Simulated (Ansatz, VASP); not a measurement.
## One calculation of CdS, two programs

File INCAR:

```
SYSTEM = CdS
  PREC = Accurate
  ENCUT = 500
  EDIFF = 1E-6
  ISMEAR = 0
  SIGMA = 0.02
  LREAL = .False.
  LASPH = .True.
  NELM = 120
  ALGO = Normal
  ISIF = 2
  LWAVE = .False.
  LCHARG = .False.
  GGA = PE
  NBANDS = 16
  GGA_COMPAT = .False.
```

KPOINTS

```
Automatic mesh
0
Gamma
  6 6 6
  0 0 0
```

The input POSCAR:

```
CdS
1.0
    0.0000000000      2.9165000000      2.9165000000
    2.9165000000      0.0000000000      2.9165000000
    2.9165000000      2.9165000000      0.0000000000
Cd S
1 1
Direct
    0.0000000000      0.0000000000      0.0000000000
    0.2500000000      0.2500000000      0.2500000000
```

Input for Ansatz:

```yaml
crystal:
  lattice:
    - [0.0, 2.9165, 2.9165]
    - [2.9165, 0.0, 2.9165]
    - [2.9165, 2.9165, 0.0]
  atoms:
    - { symbol: Cd, position: [0.0, 0.0, 0.0] }
    - { symbol: S, position: [0.25, 0.25, 0.25] }
basis:
  ecutwfc: 520
kpoints:
  mp_grid: { grid: [6, 6, 6] }
hamiltonian:
  xc: pbe
  pseudopotentials: { kind: paw }
scf:
  occupations: { method: gaussian, width: 0.02 }
output:
  forces: true
  stress: true
  eigenvalues: true
```

Alike in both runs: task single point; functional PBE; k mesh 6 × 6 × 6; occupations gaussian, width 0.02 eV; no spin polarisation.

```csv
,VASP,Ansatz
version,VASP 6.6.1,Ansatz 0.2.0
potentials or method,"VASP PAW PBE potentials, release 64 (Cd, S), cutoff 500 eV","scalar-relativistic, plane waves, PAW"
valence electrons in the cell,18,26
```

VASP gave:

* gap on the k mesh at the Fermi level (eV): 1.15
* least direct gap on the mesh (eV): 1.15
* pressure (GPa): 3.2

Task: Estimate Ansatz's values.

Result: gap on the k mesh at the Fermi level (eV): 1.14; least direct gap on the mesh (eV): 1.14; pressure (GPa): 2.9.

VASP's potentials hold 18 valence electrons a cell and Ansatz's 26, so a difference there can come from the potentials and not from the codes.
